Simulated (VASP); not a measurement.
# Si3F2 (P-3m1) in VASP: a series of runs, part 2 of 3

VASP 6.6.1. Earlier steps stand in the parts before.

### Step 3. Single point, PBE

This run uses another cell than the first one, of 23.98 Å³/atom.

Input file INCAR:

```
SYSTEM = Si3F2
PREC = Accurate ; ENCUT = 520
EDIFF = 1E-6 ; ISMEAR = 0
SIGMA = 0.1 ; LREAL = .False.
LASPH = .True. ; NELM = 60
ALGO = Normal ; ISIF = 2
LWAVE = .False. ; LCHARG = .False.
GGA = PE ; NBANDS = 21
```

Input file KPOINTS:

```
Automatic mesh
0
Gamma
  12 12 4
  0 0 0
```

Input file POSCAR:

```
Si3F2
1.0
    3.7400123925      0.0000000000      0.0000000000
   -1.8700061962      3.2389457424      0.0000000000
    0.0000000000      0.0000000000      9.8961878293
Si F
3 2
Direct
    0.0000000000      0.0000000000      0.0000000000
    0.3333333333      0.6666666667      0.5296503276
    0.6666666667      0.3333333333      0.4703496724
    0.3333333333      0.6666666667      0.0789514563
    0.6666666667      0.3333333333      0.9210485437
```

Potentials or basis: VASP PAW PBE potentials, release 64 (Si, F).

Run with:

```console
> cat potpaw_PBE.64/Si/POTCAR potpaw_PBE.64/F/POTCAR > POTCAR
> mpirun -np 1 vasp_std > vasp.out
```

Run time: 69 s. Hardware: 1 thread of Intel Xeon 6975P-C (Granite Rapids), shared host; peak memory 0.31 GiB.

The run converged. Its results:

* Free energy: -23.0865 eV
* Pressure: -0.1 GPa
* Largest force: 0.012 eV/Å
* Band gap on the k mesh: zero (filled and empty bands touch)

Forces in eV/Å, atoms in the order of the input:
```
Si   0.000  0.000  0.000
Si   0.000  0.000 -0.012
Si   0.000  0.000  0.012
F    0.000  0.000  0.001
F    0.000  0.000 -0.001
```

Levels at points of the mesh, in eV from the Fermi level:
```
           k point  band 10  band 11  band 12  band 13  band 14  band 15  band 16  band 17
(0.00, 0.00, 0.00)    -4.04    -3.36    -0.75    -0.75     0.60     2.45     3.04     3.42
(0.50, 0.00, 0.00)    -4.58    -2.30    -1.87    -1.06     0.51     1.35     1.53     3.11
(0.00, 0.00, 0.50)    -4.15    -3.27    -0.75    -0.75     0.42     2.87     3.03     3.43
(0.50, 0.00, 0.50)    -4.59    -2.30    -1.87    -1.07     0.56     1.27     1.56     3.13
```

### Step 4. Single point, PBE

This run uses another cell than the first one, of 23.98 Å³/atom.

Input file INCAR:

```
SYSTEM = Si3F2
ALGO = Normal
EDIFF = 1E-6
ENCUT = 600
GGA = PE
GGA_COMPAT = .False.
ISIF = 2
ISMEAR = -5
LASPH = .True.
LCHARG = .False.
LREAL = .False.
LWAVE = .False.
NBANDS = 21
NELM = 120
PREC = Accurate
SIGMA = 0.1
```

Input file KPOINTS:

```
k-points
0
Gamma
  12 12 4
  0 0 0
```

POSCAR is that of step 3.

Potentials or basis: VASP PAW PBE potentials, release 64 (Si, F).

Run with:

```console
> cat potpaw_PBE.64/Si/POTCAR potpaw_PBE.64/F/POTCAR > POTCAR
> mpirun -np 1 vasp_std > vasp.out
```

OUTCAR:

```text
SYSTEM = Si3F2
   EDIFF = 1E-6
   ENCUT = 600
   GGA = PE
   ISIF = 2
   ISMEAR = -5
   LASPH = .True.
   LREAL = .False.
   NELM = 120
   PREC = Accurate

 ion  position               nearest neighbor table
   1  0.000  0.000  0.000-   4 2.30   5 2.30   4 2.30   5 2.30   5 2.30   4 2.30
   2  0.333  0.667  0.530-   3 2.24   3 2.24   3 2.24
   3  0.667  0.333  0.470-   2 2.24   2 2.24   2 2.24
   4  0.333  0.667  0.079-   1 2.30   1 2.30   1 2.30
   5  0.667  0.333  0.921-   1 2.30   1 2.30   1 2.30
[... 783 lines left out ...]
  --------------------------------------------------------------------------------------
  -------------------------------------------------------------------------------------
  Total       -0.0817546     -0.0817546     -0.0829209     -0.0000000      0.0000000      0.0000000
  in kB       -1.0926426     -1.0926426     -1.1082297     -0.0000000      0.0000000      0.0000000
  external PRESSURE =      -1.0978383 kB  Pullay stress =       0.0000000 kB

 VOLUME and BASIS-vectors are now :
 -----------------------------------------------------------------------------
  energy-cutoff  :      600.00
  volume of cell :      119.88
      direct lattice vectors                 reciprocal lattice vectors
     3.740012393  0.000000000  0.000000000     0.267378793  0.154371218  0.000000000
    -1.870006196  3.238945742  0.000000000     0.000000000  0.308742436  0.000000000
     0.000000000  0.000000000  9.896187829     0.000000000  0.000000000  0.101049012

 POSITION                                       TOTAL-FORCE (eV/Angst)
 -----------------------------------------------------------------------------------
      0.00000      0.00000      0.00000        -0.000000     -0.000000     -0.000000
     -0.00000      2.15930      5.24152         0.000000      0.000000     -0.012420
      1.87001      1.07965      4.65467        -0.000000      0.000000      0.012420
     -0.00000      2.15930      0.78132         0.000000     -0.000000      0.000311
      1.87001      1.07965      9.11487        -0.000000      0.000000     -0.000311
 -----------------------------------------------------------------------------------
    total drift:                               -0.000000      0.000000     -0.000000

  FREE ENERGIE OF THE ION-ELECTRON SYSTEM (eV)
  ---------------------------------------------------
  free  energy   TOTEN  =       -23.0879468629 eV

  energy  without entropy=      -23.0879468629  energy(sigma->0) =      -23.08794686
```

Run time: 5.5 min. Hardware: 1 thread of Intel Xeon 8259CL, shared host; peak memory 0.36 GiB.

What came out:

* Free energy: -23.0879 eV
* Pressure: -0.1 GPa
* Largest force: 0.012 eV/Å
* Band gap on the k mesh: zero (filled and empty bands touch)

Forces on the atoms (eV/Å):
```
Si   0.000  0.000  0.000
Si   0.000  0.000 -0.012
Si   0.000  0.000  0.012
F    0.000  0.000  0.000
F    0.000  0.000  0.000
```

Levels at points of the mesh, in eV from the Fermi level:
```csv
k point,band 10,band 11,band 12,band 13,band 14,band 15,band 16,band 17
"(0.00, 0.00, 0.00)",-4.04,-3.36,-0.75,-0.75,0.60,2.45,3.04,3.42
"(0.50, 0.00, 0.00)",-4.58,-2.30,-1.87,-1.06,0.51,1.35,1.53,3.11
"(0.00, 0.00, 0.50)",-4.15,-3.27,-0.75,-0.75,0.42,2.87,3.03,3.43
"(0.50, 0.00, 0.50)",-4.59,-2.30,-1.87,-1.07,0.56,1.27,1.56,3.13
```

Caveat: tetrahedron occupations give inexact forces and stress in metals.

[end of part 2 of 3]
